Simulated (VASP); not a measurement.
# HfO2 in VASP: notebook

Aim: see how the results for HfO2 move with the level of theory and the settings. Levels: PBEsol, PBE+D4+U. Tasks: dielectric tensor, single point.

Everything below comes from runs of VASP 6.6.1. Logs are shortened: lines on timing, memory, paths and dates and some standing lists are left out, and cuts for length are marked.

## 1. The cell of the first run

The structure is cubic, space group Fm-3m (No. 225). Conventional cell: a = 5.115 Å, b = 5.115 Å, c = 5.115 Å, α = 90.00°, β = 90.00°, γ = 90.00°. Hf (site symmetry m-3m) has 8 O at 2.21 Å within 2.9 Å. O (site symmetry -43m) has 4 Hf at 2.21 Å and 6 O at 2.56 Å within 2.9 Å.

## 2. Dielectric tensor, PBEsol

File INCAR:

```
SYSTEM = HfO2
PREC = Accurate
ENCUT = 520
EDIFF = 1E-8
ISMEAR = 0
SIGMA = 0.01
LREAL = .FALSE.
LASPH = .TRUE.
NELM = 80
ALGO = Normal
ISIF = 2
LWAVE = .FALSE.
LCHARG = .FALSE.
GGA = PS
LEPSILON = .TRUE.
```

File KPOINTS:

```
Automatic mesh
0
G
  9 9 9
  0 0 0
```

File POSCAR:

```
HfO2
1.0
    0.0000000000      2.5575000000      2.5575000000
    2.5575000000      0.0000000000      2.5575000000
    2.5575000000      2.5575000000      0.0000000000
Hf O
1 2
Direct
    0.0000000000      0.0000000000      0.0000000000
    0.7500000000      0.7500000000      0.7500000000
    0.2500000000      0.2500000000      0.2500000000
```

Potentials or basis: VASP PAW PBE potentials, release 64 (Hf_pv, O).

Launch:

```console
$ cat potpaw_PBE.64/Hf_pv/POTCAR potpaw_PBE.64/O/POTCAR > POTCAR
$ mpirun -np 1 vasp_std > vasp.out
```

OUTCAR:

```text
SYSTEM = HfO2
   PREC = Accurate
   ENCUT = 520
   EDIFF = 1E-8
   ISMEAR = 0
   LREAL = .FALSE.
   LASPH = .TRUE.
   NELM = 80
   ISIF = 2
   GGA = PS
   LEPSILON = .TRUE.

 ion  position               nearest neighbor table
   1  0.000  0.000  0.000-   2 2.21   2 2.21   2 2.21   2 2.21   3 2.21   3 2.21   3 2.21   3 2.21

   2  0.750  0.750  0.750-   1 2.21   1 2.21   1 2.21   1 2.21
   3  0.250  0.250  0.250-   1 2.21   1 2.21   1 2.21   1 2.21

  LATTYP: Found a face centered cubic cell.
 ALAT       =     5.1150000000

  Lattice vectors:

 A1 = (   0.0000000000,   2.5575000000,   2.5575000000)
 A2 = (   2.5575000000,   0.0000000000,   2.5575000000)
 A3 = (   2.5575000000,   2.5575000000,   0.0000000000)

Analysis of symmetry for initial positions (statically):
=====================================================================
 Subroutine PRICEL returns:
 Original cell was already a primitive cell.

 Routine SETGRP: Setting up the symmetry group for a
 face centered cubic supercell.

 Subroutine GETGRP returns: Found 48 space group operations
[... 9 lines left out ...]

 Routine SETGRP: Setting up the symmetry group for a
 face centered cubic supercell.

 Subroutine GETGRP returns: Found 48 space group operations
[... 11 lines left out ...]
                                     Primitive cell

  volume of cell :      33.4562

  direct lattice vectors                    reciprocal lattice vectors
     0.000000000  2.557500000  2.557500000    -0.195503421  0.195503421  0.195503421
     2.557500000  0.000000000  2.557500000     0.195503421 -0.195503421  0.195503421
     2.557500000  2.557500000  0.000000000     0.195503421  0.195503421 -0.195503421

  length of vectors
     3.616851186  3.616851186  3.616851186     0.338621859  0.338621859  0.338621859

  position of ions in fractional coordinates (direct lattice)
     0.000000000  0.000000000  0.000000000
     0.750000000  0.750000000  0.750000000
     0.250000000  0.250000000  0.250000000

  ion indices of the primitive-cell ions
   primitive index   ion index
                 1           1
                 2           2
                 3           3

----------------------------------------------------------------------------------------

 KPOINTS: Automatic mesh

Automatic generation of k-mesh.
 Grid dimensions read from file:
 generate k-points for:    9    9    9

 Generating k-lattice:

  Cartesian coordinates                     Fractional coordinates (reciprocal lattice)
    -0.021722602  0.021722602  0.021722602     0.111111111  0.000000000  0.000000000
     0.021722602 -0.021722602  0.021722602     0.000000000  0.111111111  0.000000000
     0.021722602  0.021722602 -0.021722602     0.000000000  0.000000000  0.111111111

  Length of vectors
     0.037624651  0.037624651  0.037624651

  Shift w.r.t. Gamma in fractional coordinates (k-lattice)
     0.000000000  0.000000000  0.000000000

 Subroutine IBZKPT returns following result:
 ===========================================

 Found     35 irreducible k-points:

 Following reciprocal coordinates:
            Coordinates               Weight
  0.000000  0.000000  0.000000      1.000000
  0.111111  0.000000  0.000000      8.000000
  0.222222  0.000000  0.000000      8.000000
  0.333333  0.000000  0.000000      8.000000
  0.444444  0.000000  0.000000      8.000000
  0.111111  0.111111  0.000000      6.000000
[... 16 lines left out ...]
 -0.333333  0.333333  0.000000     12.000000
  0.444444  0.444444  0.000000      6.000000
 [... further k-points ...]
   k-points           NKPTS =     35   k-points in BZ     NKDIM =     35   number of bands    NBANDS=     15
   number of dos      NEDOS =    301   number of ions     NIONS =      3
[... 47 lines left out ...]
 non-spin polarized calculation
 Gauss-broadening in eV      SIGMA  =   0.01
  energy-cutoff  :      520.00
  volume of cell :       33.46
 maximum number of plane-waves:       914
   NGX = 13   NGY = 13   NGZ = 13

--------------------------------------- Ionic step        1  -------------------------------------------

 number of electron      21.9999993 magnetization

 E-fermi :   3.9470     XC(G=0): -11.9635

 val. band max:        3.8561157426   @ k =  -0.4444   0.4444   0.0000
 cond. band min:       7.5677295382   @ k =   0.4444   0.4444   0.0000
 fundamental gap:      3.7116137956
 Fermi energy:         3.9469997720

 k-point     1 :       0.0000    0.0000    0.0000
  band No.  band energies     occupation
      1     -25.8403      2.00000
      2     -25.8403      2.00000
      3     -25.8403      2.00000
      4     -14.6158      2.00000
      5     -11.6495      2.00000
      6      -1.3322      2.00000
      7      -1.3322      2.00000
      8      -1.3322      2.00000
      9       3.3031      2.00000
     10       3.3031      2.00000
     11       3.3031      2.00000
     12       7.6246      0.00000
     13       7.6246      0.00000
     14       9.3444      0.00000
[... 401 lines left out ...]
      2     -25.9486      2.00000
      3     -25.9486      2.00000
      4     -12.8587      2.00000
      5     -12.6230      2.00000
      6      -2.3539      2.00000
      7       0.3536      2.00000
      8       0.3536      2.00000
      9       2.5047      2.00000
     10       2.5047      2.00000
     11       3.6641      2.00000
     12       7.5677      0.00000
     13       9.1384      0.00000
     14      10.4746      0.00000
     15      11.8247      0.00000

 [... further k-points ...]

  FORCE on cell =-STRESS in cart. coord.  units (eV):
  Direction    XX          YY          ZZ          XY          YZ          ZX
  --------------------------------------------------------------------------------------
  -------------------------------------------------------------------------------------
  Total       -2.8297440     -2.8297440     -2.8297440      0.0000000     -0.0000000      0.0000000
  in kB     -135.5129503   -135.5129503   -135.5129503      0.0000000     -0.0000000      0.0000000
  external PRESSURE =    -135.5129503 kB  Pullay stress =       0.0000000 kB

 VOLUME and BASIS-vectors are now :
 -----------------------------------------------------------------------------
  energy-cutoff  :      520.00
  volume of cell :       33.46
      direct lattice vectors                 reciprocal lattice vectors
     0.000000000  2.557500000  2.557500000    -0.195503421  0.195503421  0.195503421
     2.557500000  0.000000000  2.557500000     0.195503421 -0.195503421  0.195503421
     2.557500000  2.557500000  0.000000000     0.195503421  0.195503421 -0.195503421

 POSITION                                       TOTAL-FORCE (eV/Angst)
 -----------------------------------------------------------------------------------
      0.00000      0.00000      0.00000         0.000000     -0.000000      0.000000
      3.83625      3.83625      3.83625        -0.000000     -0.000000     -0.000000
      1.27875      1.27875      1.27875         0.000000      0.000000      0.000000
 -----------------------------------------------------------------------------------
    total drift:                                0.000000      0.000000      0.000000

  FREE ENERGIE OF THE ION-ELECTRON SYSTEM (eV)
  ---------------------------------------------------
  free  energy   TOTEN  =       -31.5585689538 eV

  energy  without entropy=      -31.5585689538  energy(sigma->0) =      -31.55856895

 HEAD OF MICROSCOPIC STATIC DIELECTRIC TENSOR (INDEPENDENT PARTICLE, excluding Hartree and local field effects)
 ------------------------------------------------------
           5.517769     0.000000    -0.000000
          -0.000000     5.517769    -0.000000
          -0.000000     0.000000     5.517769
 ------------------------------------------------------

 Free energy of the ion-electron system (eV)
  ---------------------------------------------------
  ---------------------------------------------------
  free energy    TOTEN  =        -0.42743451 eV

  energy without entropy =       -0.42743451

------------------------ aborting loop because EDIFF is reached ----------------------------------------

--------------------------------------- Ionic step        2  -------------------------------------------

------------------------ aborting loop because EDIFF is reached ----------------------------------------

--------------------------------------- Ionic step        3  -------------------------------------------

 Free energy of the ion-electron system (eV)
  ---------------------------------------------------
  ---------------------------------------------------
  free energy    TOTEN  =        -0.42743427 eV

  energy without entropy =       -0.42743427

------------------------ aborting loop because EDIFF is reached ----------------------------------------

 PIEZOELECTRIC TENSOR FIELD DIRECTION 3  (e Angst)
 -----------------------------------------------------------------------------
    -0.00000  0.00000 -0.00000           ( -0.00001  0.00000 -0.00000)
     0.00000 -0.00000  0.00000           (  0.00000 -0.00001  0.00000)
    -0.00000  0.00000 -0.00038           ( -0.00000  0.00000  0.00000)

 PIEZOELECTRIC TENSOR FIELD DIRECTION 3  (C/m^2)
 -----------------------------------------------------------------------------
    -0.00000  0.00000 -0.00000
     0.00000 -0.00000  0.00000
    -0.00000  0.00000 -0.00018

 MACROSCOPIC STATIC DIELECTRIC TENSOR (including local field effects in DFT)
 ------------------------------------------------------
           5.357642    -0.000000    -0.000000
          -0.000000     5.357642     0.000000
          -0.000000    -0.000000     5.357642
 ------------------------------------------------------

 PIEZOELECTRIC TENSOR (including local field effects)  for field in x, y, z        (e  Angst)
          XX          YY          ZZ          XY          YZ          ZX
  --------------------------------------------------------------------------------
  x     0.00000     0.00000     0.00000     0.00000     0.00000     0.00000
  y     0.00000     0.00000     0.00000     0.00000     0.00000     0.00000
  z     0.00000     0.00000     0.00000     0.00000     0.00000     0.00000

 PIEZOELECTRIC TENSOR (including local field effects)  for field in x, y, z        (C/m^2)
          XX          YY          ZZ          XY          YZ          ZX
  --------------------------------------------------------------------------------
  x     0.00000     0.00000     0.00000     0.00000     0.00000     0.00000
  y     0.00000     0.00000     0.00000     0.00000     0.00000     0.00000
  z     0.00000     0.00000     0.00000     0.00000     0.00000     0.00000

 BORN EFFECTIVE CHARGES (including local field effects) (in |e|, cummulative output)
 ---------------------------------------------------------------------------------
 ion    1
    1     5.51204     0.00000     0.00000
    2     0.00000     5.51204     0.00000
    3     0.00000     0.00000     5.51204
 ion    2
    1    -2.75602     0.00000     0.00000
    2     0.00000    -2.75602     0.00000
    3     0.00000     0.00000    -2.75602
 ion    3
    1    -2.75602     0.00000     0.00000
    2     0.00000    -2.75602     0.00000
    3     0.00000     0.00000    -2.75602
```

Run time: 4.1 min. Hardware: 1 thread of Intel Xeon Platinum 8259CL at 2.50GHz (Skylake/Cascade Lake), shared host; peak memory 0.24 GiB.

What came out:

| Item | Value |
| --- | --- |
| Band gap on the k mesh | 3.71 eV, indirect (least direct gap 3.83 eV) |
| Electronic dielectric tensor (diagonal) | 5.36 |
| Born charges (mean of the diagonal) | Hf +5.51; O -2.76 e |

Electronic dielectric tensor:
```
5.36 0.00 0.00
0.00 5.36 0.00
0.00 0.00 5.36
```

Born effective charge tensors (e):
atom 1, Hf
```
5.51 0.00 0.00
0.00 5.51 0.00
0.00 0.00 5.51
```
atom 2, O
```
-2.76  0.00  0.00
 0.00 -2.76  0.00
 0.00  0.00 -2.76
```
atom 3, O
```
-2.76  0.00  0.00
 0.00 -2.76  0.00
 0.00  0.00 -2.76
```

Caveat: the PAW data sets were made with another functional, which shifts forces and pressure a little; spin-orbit coupling is left out, which moves the levels of the heavy elements. A k mesh can miss the band edges.

[end of part 1 of 2]
